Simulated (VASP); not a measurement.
Write the native input for VASP 6.6.1 that does the following.

```yaml
Task: single point
Functional: PBEsol
Potentials_or_basis: VASP PAW PBE potentials, release 64 (Ta_pv)
Cutoff: 520 eV
k_mesh: 22 × 22 × 22
Occupations: gaussian, width 0.15 eV
Spin: no spin polarisation
Dipole_correction: no
Further_INCAR_settings: ALGO = Fast; EDIFF = 1e-06; NBANDS = 12
```

The structure of Ta lies in POSCAR:

```
Ta
1.0
   -1.4492111139      1.4492111139      2.2691747621
    1.4492111139     -1.4492111139      2.2691747621
    1.4492111139      1.4492111139     -2.2691747621
Ta
1
Direct
    0.0000000000      0.0000000000      0.0000000000
```

These files were run (other wordings do the same):

INCAR

```
ALGO = Fast
EDIFF = 1E-6
ENCUT = 520
GGA = PS
ISIF = 2
ISMEAR = 0
LASPH = True
LCHARG = True
LELF = True
LREAL = False
LVHAR = True
LWAVE = False
NBANDS = 12
NELM = 60
PREC = Accurate
SIGMA = 0.15
```

KPOINTS

```
k-points
0
Gamma
  22 22 22
```

Potentials or basis: VASP PAW PBE potentials, release 64 (Ta_pv).

The run is started by

```bash
$ cat potpaw_PBE.64/Ta_pv/POTCAR > POTCAR
$ mpirun -np 1 vasp_std > vasp.out
```

It gave:

* Pressure: -9.6 GPa
* Band gap on the k mesh: zero (an odd number of electrons rules out a gap without spin polarisation)

Caveat: the cell stands under tension; the PAW data sets were made with another functional, which shifts forces and pressure a little; spin-orbit coupling is left out, which moves the levels of the heavy elements.

Wall time 5.5 min on 1 thread of AMD EPYC 7R43 64-Core Processor (Zen 3), on a shared host, peak memory 0.25 GiB.
